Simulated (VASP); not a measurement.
A run of VASP 6.6.1 is set up as follows.

Contents of POSCAR:

```
Ir
1.0
    0.0000000000      1.9725359549      1.9725359549
    1.9725359549      0.0000000000      1.9725359549
    1.9725359549      1.9725359549      0.0000000000
Ir
1
Direct
    0.0000000000      0.0000000000      0.0000000000
```

INCAR.step1

```
PREC = Accurate
ENCUT = 520
ISMEAR = -1
SIGMA = 0.05
LREAL = F
LASPH = T
NELM = 150
ISPIN = 2
MAGMOM = 1
LMAXMIX = 4
NBANDS = 14
GGA = PE
ALGO = Normal
EDIFF = 1E-4
LWAVE = T
LCHARG = F
```

The input INCAR.step2:

```
PREC = Accurate
ENCUT = 520
EDIFF = 1E-6
ISMEAR = -1
SIGMA = 0.05
LREAL = F
LASPH = T
NELM = 150
ALGO = Normal
ISIF = 2
LWAVE = F
LCHARG = F
ISPIN = 2
MAGMOM = 1
LORBIT = 11
LMAXMIX = 4
METAGGA = R2SCAN
LMIXTAU = T
NBANDS = 14
ISTART = 1
```

KPOINTS

```
Automatic mesh
0
Gamma
  23 23 23
```

Potentials or basis: VASP PAW PBE potentials, release 64 (Ir).

Run with:

```console
$ cat potpaw_PBE.64/Ir/POTCAR > POTCAR
$ cp INCAR.step1 INCAR
$ mpirun -np 1 vasp_std > vasp.out
$ cp INCAR.step2 INCAR
$ mpirun -np 1 vasp_std > vasp.out
```

(1) Estimate the pressure.

(2) Estimate the net moment.

Results:

(1) -22.4 GPa.

(2) 0.00 μB per cell.

Caveat: the cell stands under tension; the PAW data sets were made with another functional, which shifts forces and pressure a little.
